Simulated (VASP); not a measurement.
# GaW (P1) in VASP: a series of runs, part 2 of 2

VASP 6.6.1.

### Step 3. Single point, PBE

File INCAR:

```
SYSTEM = GaW
ALGO     = Fast           ! electronic algorithm
EDIFF    = 1E-7           ! SCF threshold, eV
ENCUT    = 520            ! plane-wave cutoff, eV
GGA      = PE             ! functional
ISIF     = 2              ! what is computed and relaxed
ISMEAR   = 1              ! smearing method
LASPH    = .True.         ! aspherical terms in the spheres
LCHARG   = .False.        ! write CHGCAR
LREAL    = .False.        ! projectors in reciprocal space
LWAVE    = .False.        ! write WAVECAR
NBANDS   = 20             ! bands
NELM     = 60             ! most SCF steps
PREC     = Accurate       ! precision mode
SIGMA    = 0.05           ! smearing width, eV
```

File KPOINTS:

```
k-points
0
Gamma
  11 11 7
  0 0 0
```

File POSCAR:

```
GaW
1.0
    1.1744091000     -2.7573651400      0.0000000000
    1.1744091000      2.7573651400      0.0000000000
    0.0000000000      0.0000000000      3.6494211500
Ga W
1 1
Direct
   -0.0121080000     -0.0045930000      0.0064100000
    0.0215470000      0.0154760000      0.4940100000
```

Potentials or basis: VASP PAW PBE potentials, release 64 (Ga_d, W_sv).

Run with:

```sh
> cat potpaw_PBE.64/Ga_d/POTCAR potpaw_PBE.64/W_sv/POTCAR > POTCAR
> mpirun -np 1 vasp_std > vasp.out
```

OUTCAR:

```text
SYSTEM = GaW
   EDIFF = 1E-7
   ENCUT = 520
   GGA = PE
   ISIF = 2
   ISMEAR = 1
   LASPH = .True.
   LREAL = .False.
   NELM = 60
   PREC = Accurate

 ion  position               nearest neighbor table
   1  0.988  0.995  0.006-   2 1.78   2 1.87   2 2.90   2 2.95   2 3.00   2 3.05
   2  0.022  0.015  0.494-   1 1.78   1 1.87   1 2.90   1 2.95   1 3.00   1 3.05

  LATTYP: Found a base centered orthorhombic cell.
 ALAT       =     2.3488182000
 B/A-ratio  =     2.3478744673
 C/A-ratio  =     1.5537265294

  Lattice vectors:

 A1 = (   1.1744091000,  -2.7573651400,   0.0000000000)
 A2 = (   1.1744091000,   2.7573651400,   0.0000000000)
 A3 = (   0.0000000000,   0.0000000000,   3.6494211500)

Analysis of symmetry for initial positions (statically):
=====================================================================
 Subroutine PRICEL returns:
 Original cell was already a primitive cell.

 Routine SETGRP: Setting up the symmetry group for a
 base centered orthorhombic supercell.

 Subroutine GETGRP returns: Found  1 space group operations
 (whereof  1 operations were pure point group operations)
 out of a pool of  8 trial point group operations.

The static configuration has the point symmetry C_1 .

Analysis of symmetry for dynamics (positions and initial velocities):
=====================================================================
 Subroutine PRICEL returns:
 Original cell was already a primitive cell.

 Routine SETGRP: Setting up the symmetry group for a
 base centered orthorhombic supercell.

 Subroutine GETGRP returns: Found  1 space group operations
 (whereof  1 operations were pure point group operations)
 out of a pool of  8 trial point group operations.

The dynamic configuration has the point symmetry C_1 .

 Subroutine INISYM returns: Found  1 space group operations
 (whereof  1 operations are pure point group operations),
 and found     1 'primitive' translations

----------------------------------------------------------------------------------------

                                     Primitive cell

  volume of cell :      23.6357

  direct lattice vectors                    reciprocal lattice vectors
     1.174409100 -2.757365140  0.000000000     0.425746020 -0.181332531  0.000000000
     1.174409100  2.757365140  0.000000000     0.425746020  0.181332531  0.000000000
     0.000000000  0.000000000  3.649421150     0.000000000  0.000000000  0.274016059

  length of vectors
     2.997048423  2.997048423  3.649421150     0.462753887  0.462753887  0.274016059

  position of ions in fractional coordinates (direct lattice)
     0.987892000  0.995407000  0.006410000
     0.021547000  0.015476000  0.494010000

  ion indices of the primitive-cell ions
   primitive index   ion index
                 1           1
                 2           2

----------------------------------------------------------------------------------------

 KPOINTS: k-points

Automatic generation of k-mesh.
 Grid dimensions read from file:
 generate k-points for:   11   11    7

 Generating k-lattice:

  Cartesian coordinates                     Fractional coordinates (reciprocal lattice)
     0.038704184 -0.016484776  0.000000000     0.090909091 -0.000000000  0.000000000
     0.038704184  0.016484776  0.000000000    -0.000000000  0.090909091  0.000000000
     0.000000000  0.000000000  0.039145151     0.000000000  0.000000000  0.142857143

  Length of vectors
     0.042068535  0.042068535  0.039145151

  Shift w.r.t. Gamma in fractional coordinates (k-lattice)
     0.000000000  0.000000000  0.000000000

 Subroutine IBZKPT returns following result:
 ===========================================

 Found    424 irreducible k-points:

 Following reciprocal coordinates:
            Coordinates               Weight
  0.000000  0.000000  0.000000      1.000000
  0.090909  0.000000  0.000000      2.000000
  0.000000  0.090909  0.000000      2.000000
  0.181818  0.000000  0.000000      2.000000
  0.000000  0.181818  0.000000      2.000000
  0.272727  0.000000  0.000000      2.000000
[... 16 lines left out ...]
 -0.363636  0.090909  0.000000      2.000000
  0.090909 -0.363636  0.000000      2.000000
 [... further k-points ...]
   k-points           NKPTS =    424   k-points in BZ     NKDIM =    424   number of bands    NBANDS=     20
   number of dos      NEDOS =    301   number of ions     NIONS =      2
   total plane-waves  NPLWV =  16128
   dimension x,y,z NGX =    24 NGY =   24 NGZ =   28
   dimension x,y,z NGXF=    48 NGYF=   48 NGZF=   56
   ions per type =               1   1
   NGX,Y,Z   is equivalent  to a cutoff of  13.31, 13.31, 12.76 a.u.
   NGXF,Y,Z  is equivalent  to a cutoff of  26.63, 26.63, 25.51 a.u.
 SYSTEM =  GaW
   PREC   = accura    normal or accurate (medium, high low for compatibility)
   ISTART =      0    job   : 0-new  1-cont  2-samecut
   ICHARG =      2    charge: 1-file 2-atom 10-const
   ISPIN  =      1    spin polarized calculation?
   LNONCOLLINEAR =      F non collinear calculations
   LSORBIT =      F    spin-orbit coupling
   LASPH  =      T    aspherical Exc in radial PAW
   ENCUT  =  520.0 eV  38.22 Ry    6.18 a.u.   5.57  5.57  6.79*2*pi/ulx,y,z
   NELM   =     60;   NELMIN=  2; NELMDL= -5     # of ELM steps
   EDIFF  = 0.1E-06   stopping-criterion for ELM
   LREAL  =      F    real-space projection
   EDIFFG = 0.1E-05   stopping-criterion for IOM
   NSW    =      0    number of steps for IOM
   IBRION =     -1    ionic relax: 0-MD 1-quasi-New 2-CG
   NFREE  =      0    steps in history (QN), initial steepest desc. (CG)
   ISIF   =      2    stress and relaxation
   ISYM   =      2    0-nonsym 1-usesym 2-fastsym
   POTIM  = 0.5000    time-step for ionic-motion
   TEBEG  =    0.0;   TEEND  =   0.0 temperature during run
   PSTRESS=    0.0 pullay stress
   NELECT =      27.0000    total number of electrons
   NUPDOWN=      -1.0000    fix difference up-down
   EMIN   =  10.00;   EMAX   =-10.00  energy-range for DOS
   EFERMI =   0.00;   METHOD = LEGACY
   ISMEAR =     1;   SIGMA  =   0.05  broadening in eV -4-tet -1-fermi 0-gaus
   EFERMI_NEDOS =   21; number of points for ismear=-14 and -15
   IALGO  =     68    algorithm
   IMIX   =      4    mixing-type and parameters
     AMIX     =   0.40;   BMIX     =  1.00
     AMIX_MAG =   1.60;   BMIX_MAG =  1.00
  volume/ion in A,a.u.               =      11.82        79.75
  Fermi-wavevector in a.u.,A,eV,Ry     =   1.711355  3.233993 39.847888  2.928737
  Thomas-Fermi vector in A             =   2.789485
   LORBIT       =      0    0 simple, 1 ext, 2 COOP (PROOUT), +10 PAW based schemes
   GGA     = PE    functional components
   LHFCALC =     F    Hartree Fock is set to
   AEXX    =    0.0000 exact exchange contribution
   IVDW    =     0    specifies the selected vdW correction
   LEPSILON=     F    determine dielectric tensor
   LRPA    =     F    only Hartree local field effects (RPA)
 non-spin polarized calculation
 RMM-DIIS sequential band-by-band and
 Methfessel and Paxton  Order N= 1 SIGMA  =   0.05
  energy-cutoff  :      520.00
  volume of cell :       23.64
 maximum number of plane-waves:       658
   NGX = 11   NGY = 11   NGZ = 13

 number of electron      27.0000005 magnetization

 Free energy of the ion-electron system (eV)
  ---------------------------------------------------
  ext. energy  EPLUGINS =         0.00000000
  ---------------------------------------------------
  free energy    TOTEN  =        -0.41014128 eV

  energy without entropy =       -0.41010806  energy(sigma->0) =       -0.41013020

 E-fermi :  12.9876     XC(G=0): -14.2553

 val. band max:       12.9841509051   @ k =  -0.0909   0.3636  -0.2857
 cond. band min:      13.0000349563   @ k =   0.0000   0.2727  -0.4286
 fundamental gap:      0.0158840513
 Fermi energy:        12.9875826641

 k-point     1 :       0.0000    0.0000    0.0000
  band No.  band energies     occupation
      1     -60.6311      2.00000
      2     -26.4631      2.00000
      3     -24.4448      2.00000
      4     -23.2712      2.00000
      5      -5.0877      2.00000
      6      -4.1915      2.00000
[... 12 lines left out ...]
     19      28.3198      0.00000
     20      28.6600      0.00000
[... 507 lines left out ...]
 k-point    24 :       0.0909   -0.3636    0.0000
  band No.  band energies     occupation
      1     -60.4118      2.00000
      2     -26.1816      2.00000
      3     -25.2971      2.00000
      4     -24.4896      2.00000
      5      -4.9202      2.00000
      6      -4.4332      2.00000
[... 12 lines left out ...]
     19      24.6018      0.00000
     20      29.0955      0.00000

 [... further k-points ...]

------------------------ aborting loop because EDIFF is reached ----------------------------------------

  FORCE on cell =-STRESS in cart. coord.  units (eV):
  Direction    XX          YY          ZZ          XY          YZ          ZX
  --------------------------------------------------------------------------------------
  -------------------------------------------------------------------------------------
  Total       17.2383841      2.3111921     99.3720162     -0.0663561     -0.3249463      0.5472937
  in kB     1168.5289267    156.6675166   6736.0765688     -4.4980443    -22.0269575     37.0991001
  external PRESSURE =    2687.0910040 kB  Pullay stress =       0.0000000 kB

 VOLUME and BASIS-vectors are now :
 -----------------------------------------------------------------------------
  energy-cutoff  :      520.00
  volume of cell :       23.64
      direct lattice vectors                 reciprocal lattice vectors
     1.174409100 -2.757365140  0.000000000     0.425746020 -0.181332531  0.000000000
     1.174409100  2.757365140  0.000000000     0.425746020  0.181332531  0.000000000
     0.000000000  0.000000000  3.649421150     0.000000000  0.000000000  0.274016059

 POSITION                                       TOTAL-FORCE (eV/Angst)
 -----------------------------------------------------------------------------------
      2.32920      0.02072      0.02339        -1.955065      1.101155     -8.767596
      0.04348     -0.01674      1.80285         1.955065     -1.101155      8.767596
 -----------------------------------------------------------------------------------
    total drift:                               -0.000062      0.000069      0.001949

  FREE ENERGIE OF THE ION-ELECTRON SYSTEM (eV)
  ---------------------------------------------------
  free  energy   TOTEN  =        -0.4101412759 eV

  energy  without entropy=       -0.4101080603  energy(sigma->0) =       -0.41013020
```

Wall time 7.7 min (1 thread of Oxide Virtual Turin-like, shared host); peak memory 0.28 GiB.

What came out:

```
Free energy            : -0.4101 eV
Pressure               : 268.7 GPa
Largest force          : 9.050 eV/Å
Band gap on the k mesh : zero (an odd number of electrons rules out a gap without spin polarisation)
```

Forces in eV/Å, atoms in the order of the input:
```
Ga  -1.955  1.101 -8.768
W    1.955 -1.101  8.768
```

Caveat: atoms lie so close that the PAW spheres overlap strongly, which falsifies energies and pressures; the stress differs along the axes, from 16 to 674 GPa; spin-orbit coupling is left out, which moves the levels of the heavy elements; forces of over 1 eV/Å act on the atoms, so gaps and moduli don't describe the material at rest.

### Step 4. Single point, PBE

File INCAR:

```
SYSTEM = GaW
  PREC = Accurate
  ENCUT = 520
  EDIFF = 1E-6
  ISMEAR = 1
  SIGMA = 0.05
  LREAL = .False.
  LASPH = .True.
  NELM = 60
  ALGO = Fast
  ISIF = 2
  LWAVE = .False.
  LCHARG = .False.
  GGA = PE
  NBANDS = 20
```

File KPOINTS:

```
regular mesh
0
Gamma
  14 14 8
  0 0 0
```

POSCAR is that of step 3.

Run with:

```sh
> cat potpaw_PBE.64/Ga_d/POTCAR potpaw_PBE.64/W_sv/POTCAR > POTCAR
> mpirun -np 1 vasp_std > vasp.out
```

It took 13 min on 1 thread of Oxide Virtual Turin-like, shared host; peak memory 0.44 GiB.

It converged, with:

| Property | Result |
| --- | --- |
| Free energy | -0.4364 eV |
| Pressure | 268.4 GPa |
| Largest force | 9.040 eV/Å |
| Band gap on the k mesh | zero (an odd number of electrons rules out a gap without spin polarisation) |

Forces in eV/Å, atoms in the order of the input:
```
Ga  -1.960  1.105 -8.755
W    1.960 -1.105  8.755
```

Stress tensor (GPa, compression positive):
```
117.07  -0.49   3.66
 -0.49  16.63  -2.19
  3.66  -2.19 671.58
```

Levels at points of the mesh, in eV from the Fermi level:
```tsv
k point	band 11	band 12	band 13	band 14	band 15	band 16
(0.00, 0.00, 0.00)	-5.62	-3.54	1.16	1.30	3.88	4.36
(0.50, 0.00, 0.00)	-4.44	-3.98	-3.61	1.10	3.88	4.53
(0.00, 0.50, 0.00)	-4.49	-3.99	-3.60	1.08	3.89	4.57
(0.50, 0.50, 0.00)	-5.66	-5.14	-2.76	4.02	5.55	6.21
(0.00, 0.00, 0.50)	-7.58	-4.46	-3.44	-1.71	2.55	3.89
(0.50, 0.00, 0.50)	-4.91	-2.14	-2.01	-0.34	4.06	4.19
(0.00, 0.50, 0.50)	-4.91	-2.12	-2.01	-0.31	4.08	4.17
(0.50, 0.50, 0.50)	-5.78	-5.02	-3.81	0.86	2.04	5.36
```

Caveat: atoms lie so close that the PAW spheres overlap strongly, which falsifies energies and pressures; the stress differs along the axes, from 17 to 672 GPa; spin-orbit coupling is left out, which moves the levels of the heavy elements; forces of over 1 eV/Å act on the atoms, so gaps and moduli don't describe the material at rest.

### Step 5. Single point, PBE

File INCAR:

```
PREC = Accurate
ENCUT = 520
EDIFF = 1E-6
ISMEAR = 1
SIGMA = 0.05
LREAL = F
LASPH = T
NELM = 100
ALGO = Fast
ISIF = 2
LWAVE = F
LCHARG = F
GGA = PE
NBANDS = 20
```

File KPOINTS:

```
regular mesh
0
Gamma
  14 14 8
```

POSCAR is that of step 4.

Run with:

```sh
> cat potpaw_PBE.64/Ga_d/POTCAR potpaw_PBE.64/W_sv/POTCAR > POTCAR
> mpirun -np 1 vasp_std > vasp.out
```

Wall time 13 min (1 thread of Oxide Virtual Turin-like, shared host); peak memory 0.43 GiB.

Results (log left out):

| Quantity | Value |
| --- | --- |
| Free energy | -0.4364 eV |
| Pressure | 268.4 GPa |
| Largest force | 9.040 eV/Å |
| Band gap on the k mesh | zero (an odd number of electrons rules out a gap without spin polarisation) |

Forces on the atoms (eV/Å):
```
Ga  -1.960  1.105 -8.755
W    1.960 -1.105  8.755
```

Stress tensor (GPa, compression positive):
```
117.07  -0.49   3.66
 -0.49  16.63  -2.19
  3.66  -2.19 671.58
```

Levels at points of the mesh, in eV from the Fermi level:
```csv
k point,band 11,band 12,band 13,band 14,band 15,band 16
"(0.00, 0.00, 0.00)",-5.62,-3.54,1.16,1.30,3.88,4.36
"(0.50, 0.00, 0.00)",-4.44,-3.98,-3.61,1.10,3.88,4.53
"(0.00, 0.50, 0.00)",-4.49,-3.99,-3.60,1.08,3.89,4.57
"(0.50, 0.50, 0.00)",-5.66,-5.14,-2.76,4.02,5.55,6.21
"(0.00, 0.00, 0.50)",-7.58,-4.46,-3.44,-1.71,2.55,3.89
"(0.50, 0.00, 0.50)",-4.91,-2.14,-2.01,-0.34,4.06,4.19
"(0.00, 0.50, 0.50)",-4.91,-2.12,-2.01,-0.31,4.08,4.17
"(0.50, 0.50, 0.50)",-5.78,-5.02,-3.81,0.86,2.04,5.36
```

Caveat: atoms lie so close that the PAW spheres overlap strongly, which falsifies energies and pressures; the stress differs along the axes, from 17 to 672 GPa; spin-orbit coupling is left out, which moves the levels of the heavy elements; forces of over 1 eV/Å act on the atoms, so gaps and moduli don't describe the material at rest.

### Step 6. The runs side by side

```tsv
k mesh	further INCAR settings	gap on the mesh (eV)	pressure (GPa)	largest force (eV/Å)
11 × 11 × 7	ALGO = Fast; EDIFF = 1e-06; NBANDS = 20	none	268.7	9.05
11 × 11 × 7	ALGO = Fast; EDIFF = 1e-07; NBANDS = 20	none	268.7	9.05
14 × 14 × 8	ALGO = Fast; EDIFF = 1e-06; NBANDS = 20	none	268.4	9.04
```

Alike in all rows: task single point; level PBE; potentials or basis VASP PAW PBE potentials, release 64 (Ga_d, W_sv); no spin polarisation; cell as given; cutoff (eV) 520; smearing methfessel-paxton 0.05 eV.

Caveats: atoms lie so close that the PAW spheres overlap strongly, which falsifies energies and pressures; spin-orbit coupling is left out, which moves the levels of the heavy elements; forces of over 1 eV/Å act on the atoms, so gaps and moduli don't describe the material at rest; the stress differs along the axes, from 16 to 674 GPa (at least some runs); the stress differs along the axes, from 17 to 672 GPa (at least some runs).

Absolute energies hang on the potentials; compare differences alone.
